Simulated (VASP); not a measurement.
# Pt3PbC (P4mm) in VASP: single point with PBE+D3(BJ)

Aim: the single point of Pt3PbC with PBE+D3(BJ).

Everything below comes from runs of VASP 6.6.1. Logs are shortened: lines on timing, memory, paths and dates and some standing lists are left out, and cuts for length are marked.

### Step 1. The cell of the first run

The structure is tetragonal, space group P4mm (No. 99). Conventional cell: a = 4.348 Å, b = 4.348 Å, c = 4.348 Å, α = 90.00°, β = 90.00°, γ = 90.00°. Pt (site symmetry 4mm) has 2 C at 2.00 to 2.34 Å within 2.7 Å. Within 2.9 Å of Pt (site symmetry 2mm) lie 2 C at 2.22 Å and 2 Pt at 2.89 Å. Within 4.1 Å of Pb (site symmetry 4mm) lie 12 Pt at 3.06 to 3.09 Å and 8 C at 3.54 to 4.03 Å. Within 2.7 Å of C (site symmetry 4mm) lie 6 Pt at 2.00 to 2.34 Å.

### Step 2. Single point, PBE+D3(BJ)

Contents of INCAR:

```
SYSTEM = Pt3PbC
PREC = Accurate
ENCUT = 520
EDIFF = 1E-7
ISMEAR = -1
SIGMA = 0.1
LREAL = .FALSE.
LASPH = .TRUE.
NELM = 100
ALGO = Normal
ISIF = 2
LWAVE = .FALSE.
LCHARG = .FALSE.
GGA = PE
IVDW = 12
NBANDS = 32
```

Contents of KPOINTS:

```
Automatic mesh
0
G
  4 4 4
  0 0 0
```

Contents of POSCAR:

```
Pt3PbC
1.0
    4.3480430000      0.0000000000      0.0000000000
    0.0000000000      4.3480430000      0.0000000000
    0.0000000000      0.0000000000      4.3480430000
Pt Pb C
3 1 1
Direct
    0.0000000000      0.5000000000      0.5000000000
    0.4362466886      0.5000000000      0.0000000000
    0.4362466886      0.0000000000      0.5000000000
   -0.0585433209      0.0000000000      0.0000000000
    0.5392903442      0.5000000000      0.5000000000
```

Potentials or basis: VASP PAW PBE potentials, release 64 (Pt, Pb_d, C).

Run with:

```console
$ cat potpaw_PBE.64/Pt/POTCAR potpaw_PBE.64/Pb_d/POTCAR potpaw_PBE.64/C/POTCAR > POTCAR
$ mpirun -np 1 vasp_std > vasp.out
```

OUTCAR:

```text
SYSTEM = Pt3PbC
   PREC = Accurate
   ENCUT = 520
   EDIFF = 1E-7
   ISMEAR = -1
   LREAL = .FALSE.
   LASPH = .TRUE.
   NELM = 100
   ISIF = 2
   GGA = PE
   IVDW = 12
 IVDW          = 12

 ion  position               nearest neighbor table
   1  0.000  0.500  0.500-   5 2.00   5 2.34   3 2.89   2 2.89   2 2.89   3 2.89   4 3.09   4 3.09
                             4 3.09   4 3.09   2 3.28   3 3.28   2 3.28   3 3.28
   2  0.436  0.500  0.000-   5 2.22   5 2.22   1 2.89   1 2.89   4 3.06   4 3.06   3 3.07   3 3.07
                             3 3.07   3 3.07   4 3.09   4 3.09   1 3.28   1 3.28
   3  0.436  0.000  0.500-   5 2.22   5 2.22   1 2.89   1 2.89   4 3.06   4 3.06   2 3.07   2 3.07
                             2 3.07   2 3.07   4 3.09   4 3.09   1 3.28   1 3.28
   4  0.941  0.000  0.000-   2 3.06   3 3.06   3 3.06   2 3.06   1 3.09   1 3.09   1 3.09   1 3.09
                             2 3.09   3 3.09   3 3.09   2 3.09
   5  0.539  0.500  0.500-   1 2.00   2 2.22   3 2.22   2 2.22   3 2.22   1 2.34

  LATTYP: Found a simple cubic cell.
 ALAT       =     4.3480430000

  Lattice vectors:

 A1 = (   4.3480430000,   0.0000000000,   0.0000000000)
 A2 = (   0.0000000000,   4.3480430000,   0.0000000000)
 A3 = (   0.0000000000,   0.0000000000,   4.3480430000)

Analysis of symmetry for initial positions (statically):
=====================================================================
 Subroutine PRICEL returns:
 Original cell was already a primitive cell.

 Routine SETGRP: Setting up the symmetry group for a
 simple cubic supercell.

 Subroutine GETGRP returns: Found  8 space group operations
 (whereof  8 operations were pure point group operations)
 out of a pool of 48 trial point group operations.

The static configuration has the point symmetry C_4v.

Analysis of symmetry for dynamics (positions and initial velocities):
=====================================================================
 Subroutine PRICEL returns:
 Original cell was already a primitive cell.

 Routine SETGRP: Setting up the symmetry group for a
 simple cubic supercell.

 Subroutine GETGRP returns: Found  8 space group operations
 (whereof  8 operations were pure point group operations)
 out of a pool of 48 trial point group operations.

The dynamic configuration has the point symmetry C_4v.

 Subroutine INISYM returns: Found  8 space group operations
 (whereof  8 operations are pure point group operations),
 and found     1 'primitive' translations
[... 92 lines left out ...]
   ENCUT  =  520.0 eV  38.22 Ry    6.18 a.u.   8.08  8.08  8.08*2*pi/ulx,y,z
   NELM   =    100;   NELMIN=  2; NELMDL= -5     # of ELM steps
   EDIFF  = 0.1E-06   stopping-criterion for ELM
   LREAL  =      F    real-space projection
   EDIFFG = 0.1E-05   stopping-criterion for IOM
   NSW    =      0    number of steps for IOM
   IBRION =     -1    ionic relax: 0-MD 1-quasi-New 2-CG
   NFREE  =      0    steps in history (QN), initial steepest desc. (CG)
   ISIF   =      2    stress and relaxation
   ISYM   =      2    0-nonsym 1-usesym 2-fastsym
   POTIM  = 0.5000    time-step for ionic-motion
   TEBEG  =    0.0;   TEEND  =   0.0 temperature during run
   PSTRESS=    0.0 pullay stress
   NELECT =      48.0000    total number of electrons
   NUPDOWN=      -1.0000    fix difference up-down
   EMIN   =  10.00;   EMAX   =-10.00  energy-range for DOS
   EFERMI =   0.00;   METHOD = LEGACY
   ISMEAR =    -1;   SIGMA  =   0.10  broadening in eV -4-tet -1-fermi 0-gaus
   EFERMI_NEDOS =   21; number of points for ismear=-14 and -15
   IALGO  =     38    algorithm
   IMIX   =      4    mixing-type and parameters
     AMIX     =   0.40;   BMIX     =  1.00
     AMIX_MAG =   1.60;   BMIX_MAG =  1.00
  volume/ion in A,a.u.               =      16.44       110.95
  Fermi-wavevector in a.u.,A,eV,Ry     =   1.368342  2.585792 25.475012  1.872361
  Thomas-Fermi vector in A             =   2.494315
   LORBIT       =      0    0 simple, 1 ext, 2 COOP (PROOUT), +10 PAW based schemes
   GGA     = PE    functional components
   LHFCALC =     F    Hartree Fock is set to
   AEXX    =    0.0000 exact exchange contribution
   IVDW    =    12    specifies the selected vdW correction
   LEPSILON=     F    determine dielectric tensor
   LRPA    =     F    only Hartree local field effects (RPA)
 non-spin polarized calculation
  energy-cutoff  :      520.00
  volume of cell :       82.20
 maximum number of plane-waves:      2272
   NGX = 17   NGY = 17   NGZ = 17

 number of electron      47.9999991 magnetization

 Free energy of the ion-electron system (eV)
  ---------------------------------------------------
  ext. energy  EPLUGINS =         0.00000000
  ---------------------------------------------------
  free energy    TOTEN  =       -29.27571538 eV

  energy without entropy =      -29.16335477  energy(sigma->0) =      -29.21953507

 E-fermi :   9.2664     XC(G=0): -12.2626

 val. band max:        9.2503407745   @ k =   0.2500   0.2500   0.2500
 cond. band min:       9.2672968711   @ k =   0.2500   0.5000   0.5000
 fundamental gap:      0.0169560966
 Fermi energy:         9.2664400814

 k-point     1 :       0.0000    0.0000    0.0000
  band No.  band energies     occupation
      1      -7.2437      2.00000
      2      -7.2324      2.00000
      3      -7.2201      2.00000
      4      -7.2183      2.00000
      5      -7.2183      2.00000
      6      -4.1991      2.00000
[... 619 lines left out ...]
     31      16.3465      0.00000
     32      18.6069      0.00000

------------------------ aborting loop because EDIFF is reached ----------------------------------------

 Edisp (eV)   -2.67796

 E8    (eV) :    -1.2262

  FORCE on cell =-STRESS in cart. coord.  units (eV):
  Direction    XX          YY          ZZ          XY          YZ          ZX
  --------------------------------------------------------------------------------------
  -------------------------------------------------------------------------------------
  Total      -0.78916    -4.21950    -4.21950     0.00000     0.00000    -0.00000
  in kB     -15.38138   -82.24135   -82.24135     0.00000     0.00000    -0.00000
  external pressure =      -59.95 kB  Pullay stress =        0.00 kB

 VOLUME and BASIS-vectors are now :
 -----------------------------------------------------------------------------
  energy-cutoff  :      520.00
  volume of cell :       82.20
      direct lattice vectors                 reciprocal lattice vectors
     4.348043000  0.000000000  0.000000000     0.229988526  0.000000000  0.000000000
     0.000000000  4.348043000  0.000000000     0.000000000  0.229988526  0.000000000
     0.000000000  0.000000000  4.348043000     0.000000000  0.000000000  0.229988526

 POSITION                                       TOTAL-FORCE (eV/Angst)
 -----------------------------------------------------------------------------------
      0.00000      2.17402      2.17402         0.067281      0.000000     -0.000000
      1.89682      2.17402      0.00000        -0.016727      0.000000     -0.000000
      1.89682      0.00000      2.17402        -0.016727      0.000000      0.000000
      4.09349      0.00000      0.00000         0.003724     -0.000000      0.000000
      2.34486      2.17402      2.17402        -0.037551      0.000000     -0.000000
 -----------------------------------------------------------------------------------
    total drift:                                0.000271     -0.000000      0.000003

  FREE ENERGIE OF THE ION-ELECTRON SYSTEM (eV)
  ---------------------------------------------------
  free  energy   TOTEN  =       -31.9536772698 eV

  energy  without entropy=      -31.8413166615  energy(sigma->0) =      -31.89749697
```

OSZICAR:

```text
N       E                     dE             d eps       ncg     rms          rms(c)
DAV:   1     0.428092278496E+03    0.42809E+03   -0.22171E+04  1152   0.165E+03
DAV:   2     0.345066877528E+01   -0.42464E+03   -0.39402E+03  1264   0.421E+02
DAV:   3    -0.299456706113E+02   -0.33396E+02   -0.31458E+02  1416   0.117E+02
DAV:   4    -0.311278966076E+02   -0.11822E+01   -0.11762E+01  1280   0.218E+01
DAV:   5    -0.311763183979E+02   -0.48422E-01   -0.48406E-01  1584   0.473E+00    0.210E+01
DAV:   6    -0.294636527724E+02    0.17127E+01   -0.59487E+00  1408   0.165E+01    0.100E+01
DAV:   7    -0.293125220538E+02    0.15113E+00   -0.88200E-01  1256   0.676E+00    0.651E+00
DAV:   8    -0.293030684740E+02    0.94536E-02   -0.19902E-01  1408   0.372E+00    0.156E+00
DAV:   9    -0.292780401614E+02    0.25028E-01   -0.53763E-02  1288   0.249E+00    0.399E-01
DAV:  10    -0.292757695826E+02    0.22706E-02   -0.86320E-03  1456   0.771E-01    0.168E-01
DAV:  11    -0.292757184167E+02    0.51166E-04   -0.12921E-03  1408   0.281E-01    0.634E-02
DAV:  12    -0.292757166543E+02    0.17624E-05   -0.64944E-05  1552   0.620E-02    0.211E-02
DAV:  13    -0.292757153908E+02    0.12635E-05   -0.81940E-06  1592   0.275E-02    0.382E-03
DAV:  14    -0.292757153781E+02    0.12697E-07   -0.36318E-07  1328   0.528E-03
   1 F= -.31953677E+02 E0= -.31897497E+02  d E =-.112361E+00
```

Wall time 29 s (1 thread of Intel Xeon Platinum 8375C at 2.90GHz (Ice Lake), shared host); peak memory 0.21 GiB.

Results:

```
Free energy                : -31.9537 eV
Pressure                   : -6.0 GPa
Largest force              : 0.067 eV/Å
Band gap on the k mesh     : zero (bands 24 and 25 overlap by 1.54 eV)
Dispersion energy per atom : -0.536 eV
```

Forces on the atoms (eV/Å):
```
Pt   0.067  0.000  0.000
Pt  -0.017  0.000  0.000
Pt  -0.017  0.000  0.000
Pb   0.004  0.000  0.000
C   -0.038  0.000  0.000
```

Caveat: the k points lie up to 0.36 Å⁻¹ apart, too coarse for converged energies and pressures of a metal; spin-orbit coupling is left out, which moves the levels of the heavy elements.
